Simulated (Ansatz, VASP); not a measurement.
# One calculation of TiAl3, two programs

INCAR

```
PREC     = Accurate       # precision mode
ENCUT    = 520            # plane-wave cutoff, eV
EDIFF    = 1E-6           # SCF threshold, eV
ISMEAR   = 0              # smearing method
SIGMA    = 0.15           # smearing width, eV
LREAL    = False          # projectors in reciprocal space
LASPH    = True           # aspherical terms in the spheres
NELM     = 60             # most SCF steps
ALGO     = Fast           # electronic algorithm
ISIF     = 2              # what is computed and relaxed
LWAVE    = False          # write WAVECAR
LCHARG   = True           # write CHGCAR
GGA      = PE             # functional
LELF     = True           # ELF
LVHAR    = True         
NBANDS   = 18             # bands
```

The input KPOINTS:

```
Automatic mesh
0
Gamma
  14 14 14
```

Contents of POSCAR:

```
TiAl3
1.0
   -1.9225789803      1.9225789803      4.3111351100
    1.9225789803     -1.9225789803      4.3111351100
    1.9225789803      1.9225789803     -4.3111351100
Ti Al
1 3
Direct
    0.0030233561     -0.0022986075     -0.0053219635
    0.4944330207      0.4891547179     -0.0052783027
    0.7501016747      0.2574615804      0.5073599057
    0.2501016747      0.7574615804      0.5073599057
```

Input for Ansatz:

```yaml
crystal:
  lattice:
    - [-1.9225789803, 1.9225789803, 4.31113511]
    - [1.9225789803, -1.9225789803, 4.31113511]
    - [1.9225789803, 1.9225789803, -4.31113511]
  atoms:
    - { symbol: Ti, position: [0.0030233561, -0.0022986075, -0.0053219635] }
    - { symbol: Al, position: [0.4944330207, 0.4891547179, -0.0052783027] }
    - { symbol: Al, position: [0.7501016747, 0.2574615804, 0.5073599057] }
    - { symbol: Al, position: [0.2501016747, 0.7574615804, 0.5073599057] }
basis:
  ecutwfc: 520.0
kpoints:
  mp_grid: { grid: [14, 14, 14] }
hamiltonian:
  xc: pbe
  pseudopotentials: { kind: paw, azcp: { folder: soft_1 } }
scf:
  occupations: { method: gaussian, width: 0.15 }
output:
  forces: true
  stress: true
  eigenvalues: true
  write_density: true
  write_potential: true
  elf: true
  volumetric_format: npy
```

Change from the starting cell: mode 4 frozen in at -0.048 Å and mode 5 at -0.028 Å (largest displacements).

Alike in both runs: task single point; functional PBE; k mesh 14 × 14 × 14; occupations gaussian, width 0.15 eV; no spin polarisation.

```csv
,VASP,Ansatz
version,VASP 6.6.1,Ansatz 0.2.0
potentials or method,"VASP PAW PBE potentials, release 64 (Ti_sv, Al), cutoff 520 eV","scalar-relativistic, plane waves, PAW"
valence electrons in the cell,21,21
```

|  | VASP | Ansatz | Ansatz less VASP |
| --- | --- | --- | --- |
| gap on the k mesh at the Fermi level (eV) | none | none | - |
| pressure (GPa) | 0.0 | 0.1 | +0.04 |
| rms of the force components (eV/Å) | 0.109 | 0.109 | -0.0001 |

Atom by atom the forces differ by 0.000 eV/Å (rms over components). A gap of «none» marks a metal or a gap that the smearing closes. The functional is the same, so the differences come from potentials, cutoffs and numerics.
